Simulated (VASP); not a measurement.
# B8N9 (a cell with a defect): single point with PBE+D3(BJ)

B8N9 (a cell with a defect):

```
B N
1.0
     0.00000    3.61500    3.61500
     3.61500    0.00000    3.61500
     3.61500    3.61500    0.00000
B N
8 9
Direct
  0.98887 0.01314 0.98946
  0.01491 0.99442 0.49733
  0.98911 0.50821 0.98925
  0.97937 0.51796 0.48468
  0.49701 0.99307 0.01524
  0.46415 0.02589 0.46587
  0.48430 0.51772 0.97974
  0.46554 0.54378 0.46457
  0.11562 0.13407 0.11597
  0.10929 0.14035 0.61186
  0.11042 0.63923 0.11080
  0.10951 0.63837 0.61168
  0.61131 0.14016 0.10986
  0.69681 0.05282 0.69714
  0.61150 0.63818 0.10970
  0.60521 0.64446 0.60558
  0.52394 0.22573 0.52436
```

- Program: VASP 6.6.1
- Task: single point
- Functional: PBE
- Dispersion: D3(BJ)
- Potentials or basis: VASP PAW PBE potentials, release 64 (B, N)
- Cutoff: 520 eV
- k mesh: 3 × 3 × 3
- Occupations: gaussian, width 0.02 eV
- Spin: collinear spin
- Starting moments: [0.0, 0.0, 0.0, 0.0, 0.0, 0.0, 0.0, 0.0, 0.0, 0.0, 0.0, 0.0, 0.0, 0.0, 0.0, 0.0, 1.0] μB
- Dipole correction: no
- Further INCAR settings: LREAL = Auto; ALGO = Normal; EDIFF = 1e-06; NBANDS = 52

- Pressure: 48.6 GPa
- Largest force: 0.271 eV/Å
- Net moment: 0.78 μB per cell
- Site moments: B -0.00, +0.02 (each value once); N +0.00, +0.04, +0.03, +0.23 (each value once) μB
- Valence electrons inside the program's atomic spheres: B 2.02, 2.32 (each value once); N 3.95, 4.04, 3.98, 4.25 (each value once)
- Dispersion energy per atom: -0.220 eV

Forces on the atoms (eV/Å):
```
B    0.006 -0.004  0.005
B   -0.015 -0.004  0.010
B   -0.003 -0.008 -0.003
B    0.003  0.005 -0.004
B    0.010 -0.003 -0.017
B   -0.012  0.009 -0.013
B   -0.004  0.005  0.005
B    0.014  0.002  0.015
N   -0.002  0.005 -0.002
N    0.032  0.001  0.001
N    0.002 -0.002  0.002
N    0.001 -0.001 -0.030
N    0.000  0.000  0.031
N    0.001  0.271 -0.001
N   -0.031 -0.001  0.002
N    0.002 -0.006  0.002
N   -0.004 -0.269 -0.004
```

Stress tensor (GPa, compression positive):
```
33.06 -0.02  0.01
-0.02 77.28  0.00
 0.01  0.00 35.38
```

Levels at points of the mesh, in eV from the Fermi level:
Spin up:
```tsv
k point	band 32	band 33	band 34	band 35	band 36	band 37	band 38	band 39
(0.00, 0.00, 0.00)	-3.29	-2.83	-2.01	-1.99	0.69	2.38	3.12	5.31
```
Spin down:
```csv
k point,band 31,band 32,band 33,band 34,band 35,band 36,band 37,band 38
"(0.00, 0.00, 0.00)",-3.22,-3.22,-2.76,-1.38,-1.37,0.72,2.39,3.14
```

Run time: 10 min on 1 thread of Intel Xeon 8259CL (shared host), peak memory 0.37 GiB.

Caveat: the k points lie up to 0.50 Å⁻¹ apart; the standard files for N, O and F lose accuracy on very short bonds; a moment this small can come from the mesh or the smearing.
